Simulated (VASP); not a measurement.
# Ti2C5 (P-1) in VASP: single point with PBE

Aim: the single point of Ti2C5 with PBE.

Program: VASP 6.6.1. These are calculated values, not measurements. Logs are shortened: lines on timing, memory, paths and dates and some standing lists are left out, and cuts for length are marked.

## 1. The cell of the first run

The typed cell holds 7 atoms: a = 2.636 Å, b = 4.339 Å, c = 6.403 Å, α = 99.94°, β = 101.89°, γ = 90.00°.

## 2. Single point, PBE

POSCAR

```
Ti2C5
1.0
    2.6357859393      0.0019395137     -0.0109635786
   -0.0032563489      4.3384946944     -0.0400468343
   -1.2922686244     -1.0495642252      6.1829201784
Ti C
2 5
Direct
    0.5814464066      0.7987007875      0.6627686403
    0.4185535934      0.2012992125      0.3372313597
    0.2435877377      0.9123784021      0.9871812931
    0.2505086985      0.5786433588      0.0010323900
    0.7564122623      0.0876215979      0.0128187069
    0.7494913015      0.4213566412      0.9989676100
    0.0000000000      0.0000000000      0.5000000000
```

INCAR.step1

```
SYSTEM = Ti2C5
ALGO = Normal
EDIFF = 1E-6
ENCUT = 520
GGA = PE
GGA_COMPAT = .FALSE.
ISIF = 2
ISMEAR = 0
LASPH = .TRUE.
LCHARG = .TRUE.
LMAXMIX = 4
LORBIT = 11
LREAL = .FALSE.
LWAVE = .FALSE.
NBANDS = 31
NEDOS = 2001
NELM = 120
PREC = Accurate
SIGMA = 0.1
```

KPOINTS.step1

```
k-points
0
G
  12 8 6
  0 0 0
```

INCAR.step2

```
SYSTEM = Ti2C5
ALGO = Normal
EDIFF = 1E-6
ENCUT = 520
GGA = PE
GGA_COMPAT = .FALSE.
ICHARG = 11
ISIF = 2
ISMEAR = -5
LASPH = .TRUE.
LCHARG = .FALSE.
LMAXMIX = 4
LORBIT = 11
LREAL = .FALSE.
LWAVE = .FALSE.
NEDOS = 2001
NELM = 120
PREC = Accurate
SIGMA = 0.1
```

KPOINTS.step2

```
k-points
0
G
  18 12 9
  0 0 0
```

Potentials or basis: VASP PAW PBE potentials, release 64 (Ti_sv, C).

Run with:

```console
> cat potpaw_PBE.64/Ti_sv/POTCAR potpaw_PBE.64/C/POTCAR > POTCAR
> cp INCAR.step1 INCAR
> cp KPOINTS.step1 KPOINTS
> mpirun -np 1 vasp_std > vasp.out
> cp INCAR.step2 INCAR
> cp KPOINTS.step2 KPOINTS
> mpirun -np 1 vasp_std > vasp.out
```

OUTCAR:

```text
SYSTEM = Ti2C5
   EDIFF = 1E-6
   ENCUT = 520
   GGA = PE
   ICHARG = 11
   ISIF = 2
   ISMEAR = -5
   LASPH = .TRUE.
   LORBIT = 11
   LREAL = .FALSE.
   NELM = 120
   PREC = Accurate

 ion  position               nearest neighbor table
   1  0.581  0.799  0.663-   7 1.96   7 1.96   5 2.33   3 2.40   3 2.40   2 2.91
   2  0.419  0.201  0.337-   7 1.96   7 1.96   3 2.33   5 2.40   5 2.40   1 2.91
   3  0.244  0.912  0.987-   4 1.47   5 1.52   5 1.52   2 2.33   1 2.40   1 2.40
   4  0.251  0.579  0.001-   3 1.47   6 1.48   6 1.48
   5  0.756  0.088  0.013-   6 1.47   3 1.52   3 1.52   1 2.33   2 2.40   2 2.40
   6  0.749  0.421  0.999-   5 1.47   4 1.48   4 1.48
   7  0.000  0.000  0.500-   1 1.96   2 1.96   1 1.96   2 1.96

  LATTYP: Found a triclinic cell.
 ALAT       =     7.4094175725
 B/A-ratio  =     0.3557377390
 C/A-ratio  =     0.5855629944
 COS(alpha) =     0.0000236612
 COS(beta)  =     0.1492264656
 COS(gamma) =     0.5337202965

  Lattice vectors:

 A1 = (  -3.9280545637,  -1.0515037389,   6.1938837570)
 A2 = (  -2.6357859393,  -0.0019395137,   0.0109635786)
 A3 = (   0.0032563489,  -4.3384946944,   0.0400468343)

Analysis of symmetry for initial positions (statically):
=====================================================================
 Subroutine PRICEL returns:
 Original cell was already a primitive cell.

 Routine SETGRP: Setting up the symmetry group for a
 triclinic supercell.

 Subroutine GETGRP returns: Found  2 space group operations
 (whereof  2 operations were pure point group operations)
 out of a pool of  2 trial point group operations.

The static configuration has the point symmetry S_2 .

Analysis of symmetry for dynamics (positions and initial velocities):
=====================================================================
 Subroutine PRICEL returns:
 Original cell was already a primitive cell.

 Routine SETGRP: Setting up the symmetry group for a
 triclinic supercell.

 Subroutine GETGRP returns: Found  2 space group operations
 (whereof  2 operations were pure point group operations)
 out of a pool of  2 trial point group operations.

The dynamic configuration has the point symmetry S_2 .

 Subroutine INISYM returns: Found  2 space group operations
 (whereof  2 operations are pure point group operations),
 and found     1 'primitive' translations
[... 118 lines left out ...]
   NELECT =      44.0000    total number of electrons
   NUPDOWN=      -1.0000    fix difference up-down
   EMIN   =  10.00;   EMAX   =-10.00  energy-range for DOS
   EFERMI =   0.00;   METHOD = LEGACY
   ISMEAR =    -5;   SIGMA  =   0.10  broadening in eV -4-tet -1-fermi 0-gaus
   EFERMI_NEDOS =   21; number of points for ismear=-14 and -15
   IALGO  =     38    algorithm
   IMIX   =      4    mixing-type and parameters
     AMIX     =   0.40;   BMIX     =  1.00
     AMIX_MAG =   1.60;   BMIX_MAG =  1.00
  volume/ion in A,a.u.               =      10.08        68.00
  Fermi-wavevector in a.u.,A,eV,Ry     =   1.398828  2.643402 26.622793  1.956720
  Thomas-Fermi vector in A             =   2.521948
   LORBIT       =     11    0 simple, 1 ext, 2 COOP (PROOUT), +10 PAW based schemes
   GGA     = PE    functional components
   LHFCALC =     F    Hartree Fock is set to
   AEXX    =    0.0000 exact exchange contribution
   IVDW    =     0    specifies the selected vdW correction
   LEPSILON=     F    determine dielectric tensor
   LRPA    =     F    only Hartree local field effects (RPA)
 non-spin polarized calculation
 Fermi weights with tetrahedron method with Bloechl corrections
  energy-cutoff  :      520.00
  volume of cell :       70.53
 maximum number of plane-waves:      1926

 number of electron      43.9999991 magnetization

 Free energy of the ion-electron system (eV)
  ---------------------------------------------------
  ext. energy  EPLUGINS =         0.00000000
  ---------------------------------------------------
  free energy    TOTEN  =       -60.32084669 eV

  energy without entropy =      -60.32084669  energy(sigma->0) =      -60.32084669

 E-fermi :   8.0363     XC(G=0): -11.4972

 val. band max:        8.0548129999   @ k =  -0.0000  -0.1667   0.4444
 cond. band min:       8.0076549416   @ k =   0.1667  -0.2500   0.2222
 fundamental gap:     -0.0471580583
 Fermi energy:         8.0362609225

 k-point     1 :       0.0000    0.0000    0.0000
  band No.  band energies     occupation
      1     -48.9003      2.00000
      2     -48.8619      2.00000
      3     -25.4037      2.00000
      4     -25.3254      2.00000
      5     -25.2554      2.00000
      6     -25.1240      2.00000
[... 685 lines left out ...]
     25       9.5318      0.00000
     26       9.8546      0.00000

 [... further k-points ...]

------------------------ aborting loop because EDIFF is reached ----------------------------------------

  FORCE on cell =-STRESS in cart. coord.  units (eV):
  Direction    XX          YY          ZZ          XY          YZ          ZX
  --------------------------------------------------------------------------------------
  -------------------------------------------------------------------------------------
  Total        0.2129608      0.1295051      0.0736619      0.0039286     -0.1360109      0.0009096
  in kB        4.8375579      2.9418002      1.6732837      0.0892417     -3.0895845      0.0206614
  external PRESSURE =       3.1508806 kB  Pullay stress =       0.0000000 kB

 VOLUME and BASIS-vectors are now :
 -----------------------------------------------------------------------------
  energy-cutoff  :      520.00
  volume of cell :       70.53
      direct lattice vectors                 reciprocal lattice vectors
     2.635785939  0.001939514 -0.010963579     0.379723567  0.001019188  0.079537588
    -0.003256349  4.338494694 -0.040046834    -0.000006875  0.230856406  0.039186943
    -1.292268624 -1.049564225  6.182920178     0.000673283  0.001497066  0.162130725

 POSITION                                       TOTAL-FORCE (eV/Angst)
 -----------------------------------------------------------------------------------
      0.67349      2.77067      4.05949        -0.001641     -0.039984     -0.022884
      0.66677      0.52020      2.07242         0.001641      0.039984      0.022884
     -0.63663      2.92271      6.06445         0.001466      0.019811     -0.007376
      0.65707      2.50984     -0.01954         0.001797     -0.019985      0.004290
      1.97689      0.36816      0.06746        -0.001466     -0.019811      0.007376
      0.68319      0.78103      6.15145        -0.001797      0.019985     -0.004290
     -0.64613     -0.52478      3.09146         0.000000      0.000000      0.000000
 -----------------------------------------------------------------------------------
    total drift:                                0.000000      0.000000      0.000000

  FREE ENERGIE OF THE ION-ELECTRON SYSTEM (eV)
  ---------------------------------------------------
  free  energy   TOTEN  =       -60.3208466863 eV

  energy  without entropy=      -60.3208466863  energy(sigma->0) =      -60.32084669

 total charge

# of ion       s       p       d       tot
------------------------------------------
    1        2.219   6.171   2.121  10.512
    2        2.219   6.171   2.121  10.512
    3        0.823   1.730   0.000   2.553
    4        0.827   1.705   0.000   2.533
    5        0.823   1.730   0.000   2.553
    6        0.827   1.705   0.000   2.533
    7        0.933   1.535   0.000   2.468
--------------------------------------------------
tot          8.672  20.748   4.242  33.662
```

OSZICAR.step1:

```text
N       E                     dE             d eps       ncg     rms          rms(c)
DAV:   1     0.500959945582E+03    0.50096E+03   -0.21553E+04 18112   0.160E+03
DAV:   2     0.154901479233E+00   -0.50081E+03   -0.47659E+03 18881   0.477E+02
DAV:   3    -0.658977336863E+02   -0.66053E+02   -0.64169E+02 27737   0.153E+02
DAV:   4    -0.710437160395E+02   -0.51460E+01   -0.51120E+01 27057   0.385E+01
DAV:   5    -0.712892101411E+02   -0.24549E+00   -0.24536E+00 25876   0.698E+00    0.251E+01
DAV:   6    -0.619019402777E+02    0.93873E+01   -0.94425E+01 26429   0.570E+01    0.111E+01
DAV:   7    -0.604770507535E+02    0.14249E+01   -0.16142E+01 24550   0.291E+01    0.701E+00
DAV:   8    -0.603277227819E+02    0.14933E+00   -0.10175E+00 25599   0.735E+00    0.277E+00
DAV:   9    -0.603326961319E+02   -0.49733E-02   -0.25461E-01 26306   0.274E+00    0.864E-01
DAV:  10    -0.603282188722E+02    0.44773E-02   -0.42373E-02 25894   0.155E+00    0.334E-01
DAV:  11    -0.603289259903E+02   -0.70712E-03   -0.32526E-03 24619   0.470E-01    0.732E-02
DAV:  12    -0.603289322108E+02   -0.62205E-05   -0.23729E-04 25764   0.140E-01    0.350E-02
DAV:  13    -0.603289411884E+02   -0.89776E-05   -0.56723E-05 26761   0.628E-02    0.837E-03
DAV:  14    -0.603289413120E+02   -0.12353E-06   -0.70865E-06 23807   0.222E-02
   1 F= -.60328941E+02 E0= -.60325491E+02  d E =-.690142E-02
```

Wall time 12 min (1 thread of Intel Xeon 6975P-C (Granite Rapids), shared host); peak memory 1.4 GiB.

What came out:

```
Valence electrons inside the program's atomic spheres : Ti 10.51; C 2.55, 2.53, 2.47 (each value once)
```

Caveat: tetrahedron occupations give inexact forces and stress in metals.
